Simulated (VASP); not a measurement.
# AlN (P6_3mc) in VASP: a series of runs

Aim: see how the results for AlN move with the level of theory and the settings. Levels: r2SCAN, PBEsol, LDA, HSE06. Tasks: single point, relaxation of cell and atoms.

All numbers are computed with VASP 6.6.1; they aren't measurements. Logs are shortened: lines on timing, memory, paths and dates and some standing lists are left out, and cuts for length are marked.

**What was measured.**

From “Structural and optical properties of self-assembled AlN nanowires grown on SiO2/Si substrates by molecular beam epitaxy”, 2024, arxiv:2402.00216, for a bulk crystal of AlN at 0 K: band gap 6.0343 eV (an exciton energy, a little under the gap).

“Self-assembly of well-separated AlN nanowires directly on sputtered metallic TiN films”, 2019, arxiv:1910.07391 quotes, for a bulk crystal of AlN at 10 K: band gap 6.034 eV (an exciton energy, a little under the gap).

How close the calculation comes is told below.

**1. The cell of the first run**

Symmetry: P6_3mc, No. 186, hexagonal system. The conventional cell has a = 3.107 Å, b = 3.107 Å, c = 4.979 Å, α = 90.00°, β = 90.00°, γ = 120.00°. Within 2.5 Å of Al (site symmetry 3m) lie 4 N at 1.89 to 1.90 Å. N (site symmetry 3m) has 4 Al at 1.89 to 1.90 Å within 2.5 Å.

**2. Single point, r2SCAN**

File POSCAR:

```
AlN
1.0
    3.1066945029      0.0000000000      0.0000000000
   -1.5533472514      2.6904763613      0.0000000000
    0.0000000000      0.0000000000      4.9785885515
Al N
2 2
Direct
    0.3333333333      0.6666666667     -0.0007956040
    0.6666666667      0.3333333333      0.4992043960
    0.3333333333      0.6666666667      0.3807956040
    0.6666666667      0.3333333333      0.8807956040
```

File INCAR.step1:

```
SYSTEM = AlN
PREC = Accurate
ENCUT = 520
ISMEAR = -1
SIGMA = 0.02
LREAL = .FALSE.
LASPH = .TRUE.
NELM = 80
NBANDS = 16
GGA = PE
ALGO = Normal
EDIFF = 1E-4
LWAVE = .TRUE.
LCHARG = .FALSE.
```

File INCAR.step2:

```
SYSTEM = AlN
PREC = Accurate
ENCUT = 520
EDIFF = 1E-7
ISMEAR = -1
SIGMA = 0.02
LREAL = .FALSE.
LASPH = .TRUE.
NELM = 80
ALGO = Normal
ISIF = 2
LWAVE = .FALSE.
LCHARG = .TRUE.
METAGGA = R2SCAN
LMIXTAU = .TRUE.
LELF = .TRUE.
LVHAR = .TRUE.
NBANDS = 16
ISTART = 1
```

File KPOINTS:

```
regular mesh
0
G
  12 12 6
  0 0 0
```

Potentials or basis: VASP PAW PBE potentials, release 64 (Al, N).

Started as:

```bash
cat potpaw_PBE.64/Al/POTCAR potpaw_PBE.64/N/POTCAR > POTCAR
cp INCAR.step1 INCAR
mpirun -np 1 vasp_std > vasp.out
cp INCAR.step2 INCAR
mpirun -np 1 vasp_std > vasp.out
```

OUTCAR:

```text
SYSTEM = AlN
   PREC = Accurate
   ENCUT = 520
   EDIFF = 1E-7
   ISMEAR = -1
   LREAL = .FALSE.
   LASPH = .TRUE.
   NELM = 80
   ISIF = 2
   METAGGA = R2SCAN
   ISTART = 1

 ion  position               nearest neighbor table
   1  0.333  0.667  0.999-   4 1.89   4 1.89   4 1.89   3 1.90   2 3.07   2 3.07   2 3.07   2 3.07
                             2 3.07   2 3.07
   2  0.667  0.333  0.499-   3 1.89   3 1.89   3 1.89   4 1.90   1 3.07   1 3.07   1 3.07   1 3.07
                             1 3.07   1 3.07
   3  0.333  0.667  0.381-   2 1.89   2 1.89   2 1.89   1 1.90
   4  0.667  0.333  0.881-   1 1.89   1 1.89   1 1.89   2 1.90

  LATTYP: Found a hexagonal cell.
 ALAT       =     3.1066945029
 C/A-ratio  =     1.6025356040

  Lattice vectors:

 A1 = (   3.1066945029,   0.0000000000,   0.0000000000)
 A2 = (  -1.5533472514,   2.6904763613,   0.0000000000)
 A3 = (   0.0000000000,   0.0000000000,   4.9785885515)

Analysis of symmetry for initial positions (statically):
=====================================================================
 Subroutine PRICEL returns:
 Original cell was already a primitive cell.

 Routine SETGRP: Setting up the symmetry group for a
 hexagonal supercell.

 Subroutine GETGRP returns: Found 12 space group operations
 (whereof  6 operations were pure point group operations)
 out of a pool of 24 trial point group operations.

The static configuration has the point symmetry C_3v.
 The point group associated with its full space group is C_6v.

Analysis of symmetry for dynamics (positions and initial velocities):
=====================================================================
 Subroutine PRICEL returns:
 Original cell was already a primitive cell.

 Routine SETGRP: Setting up the symmetry group for a
 hexagonal supercell.

 Subroutine GETGRP returns: Found 12 space group operations
 (whereof  6 operations were pure point group operations)
 out of a pool of 24 trial point group operations.

The dynamic configuration has the point symmetry C_3v.
 The point group associated with its full space group is C_6v.

 Subroutine INISYM returns: Found 12 space group operations
 (whereof  6 operations are pure point group operations),
 and found     1 'primitive' translations

----------------------------------------------------------------------------------------

                                     Primitive cell

  volume of cell :      41.6135

  direct lattice vectors                    reciprocal lattice vectors
     3.106694503  0.000000000  0.000000000     0.321885528  0.185840696  0.000000000
    -1.553347251  2.690476361  0.000000000     0.000000000  0.371681392  0.000000000
     0.000000000  0.000000000  4.978588551     0.000000000  0.000000000  0.200860141

  length of vectors
     3.106694503  3.106694503  4.978588551     0.371681392  0.371681392  0.200860141

  position of ions in fractional coordinates (direct lattice)
     0.333333333  0.666666667  0.999204396
     0.666666667  0.333333333  0.499204396
     0.333333333  0.666666667  0.380795604
     0.666666667  0.333333333  0.880795604

  ion indices of the primitive-cell ions
   primitive index   ion index
                 1           1
                 2           2
                 3           3
                 4           4

----------------------------------------------------------------------------------------

 KPOINTS: regular mesh

Automatic generation of k-mesh.
 Grid dimensions read from file:
 generate k-points for:   12   12    6

 Generating k-lattice:

  Cartesian coordinates                     Fractional coordinates (reciprocal lattice)
     0.026823794  0.015486725  0.000000000     0.083333333 -0.000000000  0.000000000
     0.000000000  0.030973449  0.000000000     0.000000000  0.083333333  0.000000000
     0.000000000  0.000000000  0.033476690     0.000000000  0.000000000  0.166666667

  Length of vectors
     0.030973449  0.030973449  0.033476690

  Shift w.r.t. Gamma in fractional coordinates (k-lattice)
     0.000000000  0.000000000  0.000000000

 Subroutine IBZKPT returns following result:
 ===========================================

 Found     76 irreducible k-points:

 Following reciprocal coordinates:
            Coordinates               Weight
  0.000000  0.000000  0.000000      1.000000
  0.083333  0.000000  0.000000      6.000000
  0.166667  0.000000  0.000000      6.000000
  0.250000  0.000000  0.000000      6.000000
  0.333333 -0.000000  0.000000      6.000000
  0.416667  0.000000  0.000000      6.000000
[... 16 lines left out ...]
  0.250000  0.000000  0.166667     12.000000
  0.333333 -0.000000  0.166667     12.000000
 [... further k-points ...]
   k-points           NKPTS =     76   k-points in BZ     NKDIM =     76   number of bands    NBANDS=     16
   number of dos      NEDOS =    301   number of ions     NIONS =      4
   total plane-waves  NPLWV =  23040
   dimension x,y,z NGX =    24 NGY =   24 NGZ =   40
   dimension x,y,z NGXF=    48 NGYF=   48 NGZF=   80
   ions per type =               2   2
   NGX,Y,Z   is equivalent  to a cutoff of  12.84, 12.84, 13.36 a.u.
   NGXF,Y,Z  is equivalent  to a cutoff of  25.69, 25.69, 26.71 a.u.
 SYSTEM =  AlN
   PREC   = accura    normal or accurate (medium, high low for compatibility)
   ISTART =      1    job   : 0-new  1-cont  2-samecut
   ICHARG =      0    charge: 1-file 2-atom 10-const
   ISPIN  =      1    spin polarized calculation?
   LNONCOLLINEAR =      F non collinear calculations
   LSORBIT =      F    spin-orbit coupling
   LASPH  =      T    aspherical Exc in radial PAW
   ENCUT  =  520.0 eV  38.22 Ry    6.18 a.u.   5.78  5.78  9.26*2*pi/ulx,y,z
   NELM   =     80;   NELMIN=  2; NELMDL=  0     # of ELM steps
   EDIFF  = 0.1E-06   stopping-criterion for ELM
   LREAL  =      F    real-space projection
   EDIFFG = 0.1E-05   stopping-criterion for IOM
   NSW    =      0    number of steps for IOM
   IBRION =     -1    ionic relax: 0-MD 1-quasi-New 2-CG
   NFREE  =      0    steps in history (QN), initial steepest desc. (CG)
   ISIF   =      2    stress and relaxation
   ISYM   =      2    0-nonsym 1-usesym 2-fastsym
   POTIM  = 0.5000    time-step for ionic-motion
   TEBEG  =    0.0;   TEEND  =   0.0 temperature during run
   PSTRESS=    0.0 pullay stress
   NELECT =      16.0000    total number of electrons
   NUPDOWN=      -1.0000    fix difference up-down
   EMIN   =  10.00;   EMAX   =-10.00  energy-range for DOS
   EFERMI =   0.00;   METHOD = LEGACY
   ISMEAR =    -1;   SIGMA  =   0.02  broadening in eV -4-tet -1-fermi 0-gaus
   EFERMI_NEDOS =   21; number of points for ismear=-14 and -15
   IALGO  =     38    algorithm
   IMIX   =      4    mixing-type and parameters
     AMIX     =   0.40;   BMIX     =  1.00
     AMIX_MAG =   1.60;   BMIX_MAG =  1.00
  volume/ion in A,a.u.               =      10.40        70.21
  Fermi-wavevector in a.u.,A,eV,Ry     =   1.190429  2.249585 19.281105  1.417121
  Thomas-Fermi vector in A             =   2.326514
   LORBIT       =      0    0 simple, 1 ext, 2 COOP (PROOUT), +10 PAW based schemes
   METAGGA = R2SCAN    functional components
   LHFCALC =     F    Hartree Fock is set to
   AEXX    =    0.0000 exact exchange contribution
   IVDW    =     0    specifies the selected vdW correction
   LEPSILON=     F    determine dielectric tensor
   LRPA    =     F    only Hartree local field effects (RPA)
 non-spin polarized calculation
  energy-cutoff  :      520.00
  volume of cell :       41.61
 maximum number of plane-waves:      1152
 NGX is ok and might be reduce to    24
   NGX = 11   NGY = 11   NGZ = 19

 number of electron      15.9999996 magnetization

 Free energy of the ion-electron system (eV)
  ---------------------------------------------------
  ext. energy  EPLUGINS =         0.00000000
  ---------------------------------------------------
  free energy    TOTEN  =       -38.45646272 eV

  energy without entropy =      -38.45646272  energy(sigma->0) =      -38.45646272

 E-fermi :   6.3829     XC(G=0): -11.4167

 val. band max:        5.9173973987   @ k =   0.0000   0.0000   0.0000
 cond. band min:      10.8380210933   @ k =   0.0000   0.0000   0.0000
 fundamental gap:      4.9206236946
 Fermi energy:         6.3829387533

 k-point     1 :       0.0000    0.0000    0.0000
  band No.  band energies     occupation
      1     -10.0626      2.00000
      2      -7.9408      2.00000
      3      -0.1517      2.00000
      4       5.0336      2.00000
      5       5.0336      2.00000
      6       5.6943      2.00000
[... 8 lines left out ...]
     15      20.0418      0.00000
     16      20.0418      0.00000

 k-point     2 :       0.0833    0.0000    0.0000
  band No.  band energies     occupation
      1      -9.9733      2.00000
      2      -7.8907      2.00000
      3      -0.0439      2.00000
      4       4.6239      2.00000
      5       4.9145      2.00000
      6       5.2905      2.00000
[... 8 lines left out ...]
     15      20.1021      0.00000
     16      20.1038      0.00000

 k-point     3 :       0.1667    0.0000    0.0000
  band No.  band energies     occupation
      1      -9.7139      2.00000
      2      -7.7544      2.00000
      3       0.2735      2.00000
      4       3.6154      2.00000
      5       4.4117      2.00000
      6       4.6345      2.00000
[... 8 lines left out ...]
     15      19.2988      0.00000
     16      19.5742      0.00000

 k-point     4 :       0.2500    0.0000    0.0000
  band No.  band energies     occupation
      1      -9.3116      2.00000
      2      -7.5749      2.00000
      3       0.7808      2.00000
      4       2.4283      2.00000
      5       3.4304      2.00000
      6       4.3125      2.00000
[... 8 lines left out ...]
     15      19.0722      0.00000
     16      20.1970      0.00000

 k-point     5 :       0.3333   -0.0000    0.0000
  band No.  band energies     occupation
      1      -8.8218      2.00000
      2      -7.4263      2.00000
      3       1.3717      2.00000
      4       1.4368      2.00000
      5       2.5508      2.00000
      6       4.0323      2.00000
[... 8 lines left out ...]
     15      19.0598      0.00000
     16      21.4263      0.00000

 k-point     6 :       0.4167    0.0000    0.0000
  band No.  band energies     occupation
      1      -8.3493      2.00000
      2      -7.3886      2.00000
      3       0.6561      2.00000
      4       1.9174      2.00000
      5       2.1442      2.00000
      6       3.8458      2.00000
[... 8 lines left out ...]
     15      19.4992      0.00000
     16      22.3402      0.00000
[... 267 lines left out ...]
 k-point    21 :       0.0833    0.0000    0.1667
  band No.  band energies     occupation
      1      -9.8674      2.00000
      2      -8.0845      2.00000
      3       0.3106      2.00000
      4       4.6711      2.00000
      5       4.9620      2.00000
      6       4.9698      2.00000
[... 8 lines left out ...]
     15      19.6195      0.00000
     16      19.7451      0.00000

 k-point    22 :       0.1667    0.0000    0.1667
  band No.  band energies     occupation
      1      -9.6121      2.00000
      2      -7.9314      2.00000
      3       0.5725      2.00000
      4       3.6836      2.00000
      5       4.1768      2.00000
      6       4.6928      2.00000
[... 8 lines left out ...]
     15      19.4476      0.00000
     16      19.7795      0.00000

 k-point    23 :       0.2500    0.0000    0.1667
  band No.  band energies     occupation
      1      -9.2175      2.00000
      2      -7.7231      2.00000
      3       0.9235      2.00000
      4       2.5930      2.00000
      5       3.2495      2.00000
      6       4.3804      2.00000
[... 8 lines left out ...]
     15      19.3412      0.00000
     16      20.2730      0.00000

 k-point    24 :       0.3333   -0.0000    0.1667
  band No.  band energies     occupation
      1      -8.7404      2.00000
      2      -7.5344      2.00000
      3       0.9527      2.00000
      4       1.9310      2.00000
      5       2.5409      2.00000
      6       4.1067      2.00000
[... 8 lines left out ...]
     15      19.4227      0.00000
     16      21.3270      0.00000

 [... further k-points ...]
[... 5 lines left out ...]
  --------------------------------------------------------------------------------------
  -------------------------------------------------------------------------------------
  Total       -0.1023135     -0.1023135     -0.0953812     -0.0000000      0.0000000      0.0000000
  in kB       -3.9392150     -3.9392150     -3.6723088     -0.0000000      0.0000000      0.0000000
  external PRESSURE =      -3.8502463 kB  Pullay stress =       0.0000000 kB

 VOLUME and BASIS-vectors are now :
 -----------------------------------------------------------------------------
  energy-cutoff  :      520.00
  volume of cell :       41.61
      direct lattice vectors                 reciprocal lattice vectors
     3.106694503  0.000000000  0.000000000     0.321885528  0.185840696  0.000000000
    -1.553347251  2.690476361  0.000000000     0.000000000  0.371681392  0.000000000
     0.000000000  0.000000000  4.978588551     0.000000000  0.000000000  0.200860141

 POSITION                                       TOTAL-FORCE (eV/Angst)
 -----------------------------------------------------------------------------------
     -0.00000      1.79365      4.97463         0.000000     -0.000000     -0.003247
      1.55335      0.89683      2.48533        -0.000000      0.000000     -0.003247
     -0.00000      1.79365      1.89582         0.000000     -0.000000      0.003247
      1.55335      0.89683      4.38512         0.000000      0.000000      0.003247
 -----------------------------------------------------------------------------------
    total drift:                               -0.000000     -0.000000     -0.025623

  FREE ENERGIE OF THE ION-ELECTRON SYSTEM (eV)
  ---------------------------------------------------
  free  energy   TOTEN  =       -38.4564627184 eV

  energy  without entropy=      -38.4564627184  energy(sigma->0) =      -38.45646272
```

Run time: 64 s. Hardware: 1 thread of Intel Xeon 6975P-C (Granite Rapids), shared host; peak memory 0.18 GiB.

Results:

- Free energy: -38.4565 eV
- Pressure: -0.4 GPa
- Largest force: 0.003 eV/Å
- Band gap on the k mesh: 4.92 eV, direct

Forces on the atoms (eV/Å):
```
Al   0.000  0.000 -0.003
Al   0.000  0.000 -0.003
N    0.000  0.000  0.003
N    0.000  0.000  0.003
```

Caveat: the PAW data sets were made with another functional, which shifts forces and pressure a little.

**3. Single point, r2SCAN**

POSCAR is that of step 2.

File INCAR.step1:

```
ALGO = Normal
EDIFF = 1E-4
ENCUT = 520
GGA = PE
ISMEAR = 0
LASPH = T
LCHARG = F
LREAL = F
LWAVE = T
NBANDS = 16
NELM = 60
PREC = Accurate
SIGMA = 0.01
```

File INCAR.step2:

```
ALGO = Normal
EDIFF = 1E-7
ENCUT = 520
ISIF = 2
ISMEAR = 0
ISTART = 1
LASPH = T
LCHARG = F
LMIXTAU = T
LREAL = F
LWAVE = F
METAGGA = R2SCAN
NBANDS = 16
NELM = 60
PREC = Accurate
SIGMA = 0.01
```

File KPOINTS:

```
k-points
0
Gamma
  12 12 6
```

Potentials or basis: VASP PAW PBE potentials, release 64 (Al, N).

Started as:

```bash
cat potpaw_PBE.64/Al/POTCAR potpaw_PBE.64/N/POTCAR > POTCAR
cp INCAR.step1 INCAR
mpirun -np 1 vasp_std > vasp.out
cp INCAR.step2 INCAR
mpirun -np 1 vasp_std > vasp.out
```

Run time: 64 s. Hardware: 1 thread of Intel Xeon 6975P-C (Granite Rapids), shared host; peak memory 0.19 GiB.

It converged, with:

| Item | Value |
| --- | --- |
| Free energy | -38.4565 eV |
| Pressure | -0.4 GPa |
| Largest force | 0.003 eV/Å |
| Band gap on the k mesh | 4.92 eV, direct |

Forces on the atoms (eV/Å):
```
Al   0.000  0.000 -0.003
Al   0.000  0.000 -0.003
N    0.000  0.000  0.003
N    0.000  0.000  0.003
```

Levels at points of the mesh, in eV from the valence-band top:
| k point | band 4 | band 5 | band 6 | band 7 | band 8 | band 9 | band 10 | band 11 | band 12 | band 13 |
| --- | --- | --- | --- | --- | --- | --- | --- | --- | --- | --- |
| (0.00, 0.00, 0.00) | -0.88 | -0.88 | -0.22 | -0.22 | 0.00 | 4.92 | 7.54 | 11.62 | 12.05 | 12.05 |
| (0.50, 0.00, 0.00) | -4.22 | -3.39 | -2.14 | -1.77 | -0.71 | 6.45 | 6.56 | 9.05 | 11.26 | 11.72 |
| (0.00, 0.00, 0.50) | -3.37 | -0.56 | -0.56 | -0.56 | -0.56 | 7.26 | 7.26 | 11.32 | 11.32 | 12.36 |
| (0.50, 0.00, 0.50) | -5.66 | -1.50 | -1.50 | -1.39 | -1.39 | 6.00 | 6.00 | 10.15 | 10.15 | 12.94 |

Caveat: the PAW data sets were made with another functional, which shifts forces and pressure a little.

**4. Relaxation of cell and atoms, PBEsol**

This run uses another cell than the first one, of 10.65 Å³/atom, 1.023 times its volume.

File INCAR:

```
SYSTEM = AlN
ALGO = Normal ; EDIFF = 1E-7
EDIFFG = -0.005 ; ENCUT = 600
GGA = PS ; IBRION = 2
ISIF = 3 ; ISMEAR = -1
LASPH = .TRUE. ; LCHARG = .FALSE.
LREAL = .FALSE. ; LWAVE = .FALSE.
NELM = 60 ; NSW = 80
PREC = Accurate ; SIGMA = 0.02
```

File KPOINTS:

```
k-points
0
G
  12 12 6
  0 0 0
```

File POSCAR:

```
AlN
1.0
    3.1302469295      0.0000000000      0.0000000000
   -1.5651234647      2.7108733610      0.0000000000
    0.0000000000      0.0000000000      5.0179926469
Al N
2 2
Direct
    0.3333333333      0.6666666667     -0.0007707944
    0.6666666667      0.3333333333      0.4992292056
    0.3333333333      0.6666666667      0.3807707944
    0.6666666667      0.3333333333      0.8807707944
```

Started as:

```bash
cat potpaw_PBE.64/Al/POTCAR potpaw_PBE.64/N/POTCAR > POTCAR
mpirun -np 1 vasp_std > vasp.out
```

Wall time 70 s (1 thread of Intel Xeon 6975P-C (Granite Rapids), shared host); peak memory 0.2 GiB.

It converged, with:

| Item | Value |
| --- | --- |
| Free energy | -31.3168 eV |
| Relaxed volume | 10.45 Å³/atom |
| Relaxed cell | a = 3.113 Å, b = 3.113 Å, c = 4.982 Å, α = 90.00°, β = 90.00°, γ = 120.00° |
| Space group after relaxing (to 0.05 Å) | P6_3mc (No. 186) |
| Energy gained by relaxing | 2.2 meV/atom |
| Ionic steps | 7 |
| Pressure after relaxing | 0.0 GPa |
| Band gap on the k mesh | 4.12 eV, direct |

Step by step:
| step | energy change (eV) | largest force (eV/Å) | pressure (GPa) | volume (Å³) |
| --- | --- | --- | --- | --- |
| 1 | 0.0000 | 0.0024 | -3.54 | 42.58 |
| 2 | -0.0017 | 0.0165 | 3.36 | 41.15 |
| 3 | -0.0086 | 0.0095 | 0.00 | 41.82 |
| 4 | -0.0087 | 0.0092 | 0.00 | 41.81 |
| 5 | -0.0087 | 0.0090 | 0.00 | 41.81 |
| 6 | -0.0087 | 0.0067 | 0.00 | 41.81 |
| 7 | -0.0087 | 0.0003 | 0.00 | 41.81 |

Final structure:
```yaml
crystal:
  lattice:
    - [3.11299, 0.00000, 0.00000]
    - [-1.55650, 2.69593, 0.00000]
    - [0.00000, 0.00000, 4.98202]
  atoms:
    - { symbol: Al, position: [0.33333, 0.66667, 0.99900] }
    - { symbol: Al, position: [0.66667, 0.33333, 0.49900] }
    - { symbol: N, position: [0.33333, 0.66667, 0.38100] }
    - { symbol: N, position: [0.66667, 0.33333, 0.88100] }
```

Levels at points of the mesh, in eV from the valence-band top:
| k point | band 6 | band 7 | band 8 | band 9 | band 10 | band 11 |
| --- | --- | --- | --- | --- | --- | --- |
| (0.00, 0.00, 0.00) | -0.23 | -0.23 | 0.00 | 4.12 | 6.55 | 10.50 |
| (0.50, 0.00, 0.00) | -2.12 | -1.81 | -0.70 | 5.67 | 5.67 | 8.08 |
| (0.00, 0.00, 0.50) | -0.56 | -0.56 | -0.56 | 6.37 | 6.37 | 10.20 |
| (0.50, 0.00, 0.50) | -1.49 | -1.38 | -1.38 | 5.17 | 5.17 | 9.12 |

Caveat: the PAW data sets were made with another functional, which shifts forces and pressure a little. A k mesh can miss the band edges.

(Continued in part 2 of 2.)
